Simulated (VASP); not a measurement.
Runs of VASP 6.6.1 on MgGeSe3. The structure is that of space group R-3c (No. 167), or close to it. The cells are those of the table. 

```tsv
task	cell	k mesh	cutoff (eV)	gap on the mesh (eV)	pressure (GPa)	largest force (eV/Å)
single point	a = 6.866 Å, angles 61.0°, 10 atoms	4 × 4 × 4	520	none	(a)	-
single point	a = 6.854 Å, angles 61.1°, 10 atoms	6 × 6 × 6	520	none	0.0	0.01
relaxation of cell and atoms	relaxed from a = 6.637 Å, angles 60.0°, 10 atoms	4 × 4 × 4	600	none	0.0	0.01
single point	a = 6.637 Å, angles 60.0°, 10 atoms	4 × 4 × 4	520	none	13.5	1.41
```

Alike in all rows: level PBE; potentials or basis VASP PAW PBE potentials, release 64 (Mg, Ge_d, Se); no spin polarisation; smearing gaussian 0.1 eV.

**Question.** Estimate the missing entries.

**Answer.** (a) -0.1.

Caveats: forces of over 1 eV/Å act on the atoms, so gaps and moduli don't describe the material at rest (some runs).

A k mesh can miss the band edges, and the runs leave out spin-orbit coupling on Ge, Se.

A gap of «none» marks levels without a gap at the run's occupations.
